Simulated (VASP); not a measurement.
Set up this calculation in VASP 6.6.1, as the native input.

* Task: single point
* Functional: PBE
* Potentials or basis: VASP PAW PBE potentials, release 64 (Y_sv, Si, F)
* Cutoff: 520 eV
* k mesh: 12 × 12 × 4
* Occupations: gaussian, width 0.1 eV
* Spin: no spin polarisation
* Dipole correction: no
* Further INCAR settings: ALGO = Normal; EDIFF = 1e-06; NBANDS = 33

The structure of Y3Si2F lies in POSCAR:

```
Y3Si2F
1.0
    4.8977414495      0.0000000000      0.0000000000
   -2.4488707247      4.2415685164      0.0000000000
    0.0000000000      0.0000000000      9.3886838988
Y Si F
3 2 1
Direct
    0.6666666667      0.3333333333      0.0000000000
    0.3333333333      0.6666666667      0.7750993226
    0.3333333333      0.6666666667      0.2249006774
    0.6666666667      0.3333333333      0.7088746435
    0.6666666667      0.3333333333      0.2911253565
    0.6666666667      0.3333333333      0.5000000000
```

These files were run (other wordings do the same):

INCAR

```
PREC = Accurate ; ENCUT = 520
EDIFF = 1E-6 ; ISMEAR = 0
SIGMA = 0.1 ; LREAL = False
LASPH = True ; NELM = 100
ALGO = Normal ; ISIF = 2
LWAVE = False ; LCHARG = False
GGA = PE ; NBANDS = 33
```

KPOINTS

```
regular mesh
0
Gamma
  12 12 4
```

Potentials or basis: VASP PAW PBE potentials, release 64 (Y_sv, Si, F).

Command:

```console
$ cat potpaw_PBE.64/Y_sv/POTCAR potpaw_PBE.64/Si/POTCAR potpaw_PBE.64/F/POTCAR > POTCAR
$ mpirun -np 1 vasp_std > vasp.out
```

It gave:

```
Pressure               : -0.1 GPa
Largest force          : 0.032 eV/Å
Band gap on the k mesh : zero (band 24 reaches 1.99 eV, above the bottom of band 25 at 1.96 eV)
```

Run time: 7 min on 1 thread of Intel Xeon 6975P-C (shared host), peak memory 0.52 GiB.
